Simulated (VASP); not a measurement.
# BN: relaxation of cell and atoms with LDA

Crystal: BN.

```
CELL_PARAMETERS angstrom
0.00000 1.79027 1.79027
1.79027 0.00000 1.79027
1.79027 1.79027 0.00000
ATOMIC_POSITIONS crystal
B 0.00000 0.00000 0.00000
N 0.75000 0.75000 0.75000
```

| Quantity | Value |
| --- | --- |
| Program | VASP 6.6.1 |
| Task | relaxation of cell and atoms |
| Functional | LDA |
| Potentials or basis | VASP PAW LDA potentials, release 64 (B, N) |
| Cutoff | 600 eV |
| k mesh | 12 × 12 × 12 |
| Occupations | gaussian, width 0.01 eV |
| Spin | no spin polarisation |
| Target pressure | 12 GPa |
| Dipole correction | no |
| Further INCAR settings | ALGO = Normal; EDIFF = 1e-07; IBRION = 2; EDIFFG = -0.001; NSW = 80; ISIF = 3 |

```
Relaxed volume                                         : 5.59 Å³/atom
Relaxed cell                                           : a = 2.510 Å, b = 2.510 Å, c = 2.510 Å, α = 60.00°, β = 60.00°, γ = 60.00°
Space group after relaxing (to 0.05 Å)                 : F-43m (No. 216)
Energy change on relaxing (the enthalpy is what falls) : +5.9 meV/atom
Ionic steps                                            : 6
Pressure after relaxing                                : 12.0 GPa
Band gap on the k mesh                                 : 4.41 eV, indirect (least direct gap 8.94 eV)
```

Step by step:
| step | energy change (eV) | largest force (eV/Å) | pressure (GPa) | volume (Å³) |
| --- | --- | --- | --- | --- |
| 1 | 0.0000 | 0.0000 | 0.73 | 11.48 |
| 2 | 0.0550 | 0.0000 | 27.27 | 10.82 |
| 3 | 0.0116 | 0.0000 | 11.92 | 11.18 |
| 4 | 0.0120 | 0.0000 | 12.15 | 11.17 |
| 5 | 0.0115 | 0.0000 | 11.85 | 11.18 |
| 6 | 0.0117 | 0.0000 | 12.00 | 11.18 |

Final structure:
```yaml
crystal:
  lattice:
    - [0.00000, 1.77449, 1.77449]
    - [1.77449, 0.00000, 1.77449]
    - [1.77449, 1.77449, 0.00000]
  atoms:
    - { symbol: B, position: [0.00000, 0.00000, 0.00000] }
    - { symbol: N, position: [0.75000, 0.75000, 0.75000] }
```

Levels at points of the mesh, in eV from the valence-band top:
| k point | band 1 | band 2 | band 3 | band 4 | band 5 | band 6 | band 7 | band 8 |
| --- | --- | --- | --- | --- | --- | --- | --- | --- |
| (0.00, 0.00, 0.00) | -20.71 | 0.00 | 0.00 | 0.00 | 8.94 | 8.94 | 8.94 | 11.35 |
| (0.50, 0.00, 0.00) | -16.16 | -11.23 | -2.05 | -2.05 | 10.87 | 10.87 | 10.95 | 15.58 |
| (0.50, 0.50, 0.00) | -14.71 | -9.25 | -5.21 | -5.21 | 4.41 | 9.46 | 18.56 | 18.56 |

Run time: 26 s on 1 thread of Intel Xeon 8259CL, with other jobs on the host, peak memory 0.09 GiB.

Caveat: the cell is relaxed towards a set pressure, so the enthalpy falls and the energy may rise. A k mesh can miss the band edges.
